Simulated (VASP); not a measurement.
A run of VASP 6.6.1 is set up as follows.

POSCAR

```
TePb
1.0
    0.0000000000      3.2310000000      3.2310000000
    3.2310000000      0.0000000000      3.2310000000
    3.2310000000      3.2310000000      0.0000000000
Te Pb
1 1
Direct
    0.5000000000      0.5000000000      0.5000000000
    0.0000000000      0.0000000000      0.0000000000
```

Contents of INCAR.step1:

```
SYSTEM = TePb
ALGO     = Normal         ! electronic algorithm
EDIFF    = 1E-4           ! SCF threshold, eV
ENCUT    = 600            ! plane-wave cutoff, eV
GGA      = PE             ! functional
ISMEAR   = -1             ! smearing method
LASPH    = .TRUE.         ! aspherical terms in the spheres
LCHARG   = .FALSE.        ! write CHGCAR
LREAL    = .FALSE.        ! projectors in reciprocal space
LWAVE    = .TRUE.         ! write WAVECAR
NELM     = 80             ! most SCF steps
PREC     = Accurate       ! precision mode
SIGMA    = 0.08           ! smearing width, eV
```

INCAR.step2

```
SYSTEM = TePb
ALGO     = Normal         ! electronic algorithm
EDIFF    = 1E-6           ! SCF threshold, eV
EDIFFG   = -0.002         ! ionic threshold
ENCUT    = 600            ! plane-wave cutoff, eV
IBRION   = 2              ! ionic algorithm
ISIF     = 3              ! what is computed and relaxed
ISMEAR   = -1             ! smearing method
ISTART   = 1            
LASPH    = .TRUE.         ! aspherical terms in the spheres
LCHARG   = .FALSE.        ! write CHGCAR
LMIXTAU  = .TRUE.       
LREAL    = .FALSE.        ! projectors in reciprocal space
LWAVE    = .FALSE.        ! write WAVECAR
METAGGA  = R2SCAN         ! meta-GGA
NELM     = 80             ! most SCF steps
NSW      = 100            ! ionic steps
PREC     = Accurate       ! precision mode
SIGMA    = 0.08           ! smearing width, eV
```

KPOINTS

```
k-points
0
G
  10 10 10
  0 0 0
```

Potentials or basis: VASP PAW PBE potentials, release 64 (Te, Pb_d).

The run is started by

```console
$ cat potpaw_PBE.64/Te/POTCAR potpaw_PBE.64/Pb_d/POTCAR > POTCAR
$ cp INCAR.step1 INCAR
$ mpirun -np 1 vasp_std > vasp.out
$ cp INCAR.step2 INCAR
$ mpirun -np 1 vasp_std > vasp.out
```

(1) What does it give for the relaxed volume?

(2) Predict the band gap on the k mesh.

(3) What does it give for the relaxed cell?

(4) Estimate the space group after relaxing (to 0.1 Å).

## Answers

(1) 34.88 Å³/atom.

(2) 1.09 eV.

(3) a = 4.621 Å, b = 4.621 Å, c = 4.621 Å, α = 60.00°, β = 60.00°, γ = 60.00°.

(4) Fm-3m (No. 225).

Caveat: the PAW data sets were made with another functional, which shifts forces and pressure a little; spin-orbit coupling is left out, which moves the levels of the heavy elements.
